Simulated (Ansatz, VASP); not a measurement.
Two plane-wave programs on SnSe

```
Sn Se
1.0
     0.00000    2.94207    3.01259
     2.94207    0.00000    3.01259
     2.94207    2.94207    0.00000
Sn Se
1 1
Cartesian
  0.0000 0.0000 0.0000
  2.9421 2.9421 3.0126
```

Change from the starting cell: epitaxial_xy strain -2.0%.

Alike in both runs: task single point; functional r2SCAN; k mesh 8 × 8 × 8; occupations fermi-dirac, width 0.02 eV; no spin polarisation.

```csv
,VASP,Ansatz
version,VASP 6.6.1,Ansatz 0.2.0
potentials or method,"VASP PAW PBE potentials, release 64 (Sn_d, Se)","plane waves, PAW"
plane-wave cutoff (eV),550,500
valence electrons in the cell,20,30
```

Ansatz gave:

```
pressure (GPa)                                                : 2.6
traceless stress, the component that is largest in VASP (GPa) : -2.24
```

Q: What did VASP give for the same quantities?

A: Pressure (GPa): 2.6; traceless stress, the component that is largest in VASP (GPa): -2.25.

VASP's potentials were made for PBE, not for r2SCAN. VASP's potentials hold 20 valence electrons a cell and Ansatz's 30, so a difference there can come from the potentials and not from the codes.
